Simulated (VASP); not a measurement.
A run of VASP 6.6.1 is set up as follows.

Contents of INCAR:

```
PREC = Accurate ; ENCUT = 520
EDIFF = 1E-6 ; ISMEAR = 0
SIGMA = 0.2 ; LREAL = False
LASPH = True ; NELM = 100
ALGO = Normal ; ISIF = 2
LWAVE = False ; LCHARG = False
GGA = PE ; NBANDS = 39
```

The input KPOINTS:

```
regular mesh
0
Gamma
  6 6 6
```

File POSCAR:

```
Bi2TeO4
1.0
    0.0000000000     -4.2609341660      0.0000000000
    4.2609341660      0.0000000000      0.0000000000
   -2.1304670830      2.1304670830      6.2671751581
Bi Te O
2 1 4
Direct
    0.6624033751      0.6624033751      0.3248067502
    0.3375966249      0.3375966249      0.6751932498
    1.0000000000      0.0000000000      1.0000000000
    0.5000000000      0.0000000000      0.0000000000
    0.0000000000      0.5000000000      0.0000000000
    0.2500000000      0.7500000000      0.5000000000
    0.7500000000      0.2500000000      0.5000000000
```

Potentials or basis: VASP PAW PBE potentials, release 64 (Bi_d, Te, O).

The run is started by

```sh
$ cat potpaw_PBE.64/Bi_d/POTCAR potpaw_PBE.64/Te/POTCAR potpaw_PBE.64/O/POTCAR > POTCAR
$ mpirun -np 1 vasp_std > vasp.out
```

(1) What does it give for the pressure?

(2) Predict the band gap on the k mesh.

Answers

(1) -0.1 GPa.

(2) zero (bands 30 and 31 overlap by 0.03 eV).

Caveat: spin-orbit coupling is left out, which moves the levels of the heavy elements.
